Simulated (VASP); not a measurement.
A run of VASP 6.6.1:

The input INCAR:

```
SYSTEM = H4CO
PREC     = Accurate       ! precision mode
ENCUT    = 520            ! plane-wave cutoff, eV
EDIFF    = 1E-7           ! SCF threshold, eV
ISMEAR   = -1             ! smearing method
SIGMA    = 0.05           ! smearing width, eV
LREAL    = Auto         
LASPH    = .TRUE.         ! aspherical terms in the spheres
NELM     = 60             ! most SCF steps
ALGO     = Normal         ! electronic algorithm
ISIF     = 2              ! what is computed and relaxed
LWAVE    = .FALSE.        ! write WAVECAR
LCHARG   = .FALSE.        ! write CHGCAR
NBANDS   = 66             ! bands
```

Contents of KPOINTS:

```
Automatic mesh
0
G
  1 1 1
  0 0 0
```

File POSCAR:

```
H4CO
1.0
    7.3803230000      0.0000000000      0.0000000000
    0.0000000000      7.3803230000      0.0000000000
    0.0000000000      0.0000000000      7.3803230000
C O H
6 6 24
Direct
    0.4470265055      0.1141684449      0.7165811036
    0.9216398794      0.3438196404      0.7661046813
    0.6865959661      0.1870243348      0.2728335874
    0.0248769600      0.8451391626      0.6093906730
    0.8400851833      0.6925442152      0.2226054334
    0.3451339460      0.9677218734      0.2091100891
    0.5909361962      0.0404995825      0.8163057362
    0.8732002651      0.2113322141      0.8900558959
    0.8645014588      0.2560186051      0.2573193612
   -0.0716228815      0.8967629195      0.7641535472
    0.8930638944      0.5823999844      0.3655124579
    0.4784885431      0.8701516180      0.1024345411
    0.3469224856      0.0081161759      0.6922325757
    0.6833305263      0.1380969369      0.8650298910
    0.3869613837      0.2201529662      0.8001546816
    0.4983521724      0.1638681667      0.5823051376
    0.8774548214      0.4778517146      0.7984609888
    0.9113964253      0.0813108044      0.8298823778
    1.0670806684      0.3555399947      0.7692752743
    0.8729970219      0.3076965602      0.6323435980
    0.6264359974      0.2300576818      0.4012019528
    0.9017762502      0.2411818561      0.1310105262
    0.6064368727      0.2460190428      0.1638275181
    0.6785475378      0.0349849187      0.2692700577
    0.1693286324      0.8145713948      0.6499851023
   -0.2020507775      0.8796362978      0.7386262092
   -0.0264080583      0.7072725679      0.5497455870
    0.0159071629      0.9476956496      0.5086769238
    0.8996489720      0.8307359990      0.2203155607
    0.8807609098      0.4536115831      0.3315979531
    0.8834572687      0.6283193839      0.0852130727
    0.6947256915      0.7156597347      0.2190554533
    0.3210835081      0.8837011605      0.3310695209
    0.5146793711      0.9344848457     -0.0124249305
    0.3909855978      1.0965102747      0.2744053343
    0.2212640287      0.9953493905      0.1324196787
```

Potentials or basis: VASP PAW LDA potentials, release 64 (C, O, H).

Command:

```console
$ cat potpaw_LDA.64/C/POTCAR potpaw_LDA.64/O/POTCAR potpaw_LDA.64/H/POTCAR > POTCAR
$ mpirun -np 1 vasp_gam > vasp.out
```

Hardware: 1 thread of Intel(R) Xeon(R) Platinum 8488C (Sapphire Rapids), with other jobs on the host.

Task: How long does it take, and how much memory?

Result: It took 39 s on 1 thread of Intel(R) Xeon(R) Platinum 8488C (Sapphire Rapids), on a shared host, peak memory 0.29 GiB. Counts: scf iterations 19, k points 1.
